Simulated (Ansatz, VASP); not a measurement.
**Al2O3 in VASP and in Ansatz**

Contents of INCAR:

```
SYSTEM = Al2O3
  PREC = Accurate
  ENCUT = 520
  EDIFF = 1E-7
  ISMEAR = 0
  SIGMA = 0.05
  LREAL = .False.
  LASPH = .True.
  NELM = 60
  ALGO = Normal
  ISIF = 2
  LWAVE = .False.
  LCHARG = .False.
  GGA = PS
  NBANDS = 35
```

File KPOINTS:

```
regular mesh
0
Gamma
  6 6 6
  0 0 0
```

The input POSCAR:

```
Al2O3
1.0
    2.3643466487      1.3650561741      4.6558714207
   -2.3643466487      1.3650561741      4.6558714207
    0.0000000000     -2.7301123482      4.6558714207
Al O
4 6
Direct
    0.8520350473      0.8520350473      0.8520350473
    0.6479649527      0.6479649527      0.6479649527
    0.1479649527      0.1479649527      0.1479649527
    0.3520350473      0.3520350473      0.3520350473
    0.0558571577      0.4441428423      0.7500000000
    0.7500000000      0.0558571577      0.4441428423
    0.4441428423      0.7500000000      0.0558571577
    0.9441428423      0.5558571577      0.2500000000
    0.2500000000      0.9441428423      0.5558571577
    0.5558571577      0.2500000000      0.9441428423
```

Input for Ansatz:

```yaml
crystal:
  lattice:
    - [2.3643466487, 1.3650561741, 4.6558714207]
    - [-2.3643466487, 1.3650561741, 4.6558714207]
    - [0.0, -2.7301123482, 4.6558714207]
  atoms:
    - { symbol: Al, position: [0.8520350473, 0.8520350473, 0.8520350473] }
    - { symbol: Al, position: [0.6479649527, 0.6479649527, 0.6479649527] }
    - { symbol: Al, position: [0.1479649527, 0.1479649527, 0.1479649527] }
    - { symbol: Al, position: [0.3520350473, 0.3520350473, 0.3520350473] }
    - { symbol: O, position: [0.0558571577, 0.4441428423, 0.75] }
    - { symbol: O, position: [0.75, 0.0558571577, 0.4441428423] }
    - { symbol: O, position: [0.4441428423, 0.75, 0.0558571577] }
    - { symbol: O, position: [0.9441428423, 0.5558571577, 0.25] }
    - { symbol: O, position: [0.25, 0.9441428423, 0.5558571577] }
    - { symbol: O, position: [0.5558571577, 0.25, 0.9441428423] }
basis:
  ecutwfc: 520.0
kpoints:
  mp_grid: { grid: [6, 6, 6] }
hamiltonian:
  xc: pbesol
  pseudopotentials: { kind: paw, azcp: { folder: soft_1 } }
scf:
  occupations: { method: gaussian, width: 0.05 }
output:
  forces: true
  stress: true
  eigenvalues: true
```

Alike in both runs: task single point; functional PBEsol; k mesh 6 × 6 × 6; occupations gaussian, width 0.05 eV; no spin polarisation.

|  | VASP | Ansatz |
| --- | --- | --- |
| version | VASP 6.6.1 | Ansatz 0.2.0 |
| potentials or method | VASP PAW PBE potentials, release 64 (Al, O), cutoff 520 eV | scalar-relativistic, plane waves, PAW |
| valence electrons in the cell | 48 | 48 |

Ansatz gave:

- gap on the k mesh at the Fermi level (eV): 5.08
- least direct gap on the mesh (eV): 5.08
- pressure (GPa): -10.2
- traceless stress, the component that is largest in VASP (GPa): -20.01
- rms of the force components (eV/Å): 0.127

Q: Estimate VASP's values.

A: gap on the k mesh at the Fermi level (eV): 5.08; least direct gap on the mesh (eV): 5.08; pressure (GPa): -10.1; traceless stress, the component that is largest in VASP (GPa): -20.07; rms of the force components (eV/Å): 0.127.

VASP's potentials were made for PBE, not for PBEsol, and Ansatz warns of the same on its side. Atom by atom the forces differ by 0.003 eV/Å (rms over components). With one functional, cell and mesh, what is left measures potentials, basis and numerics.
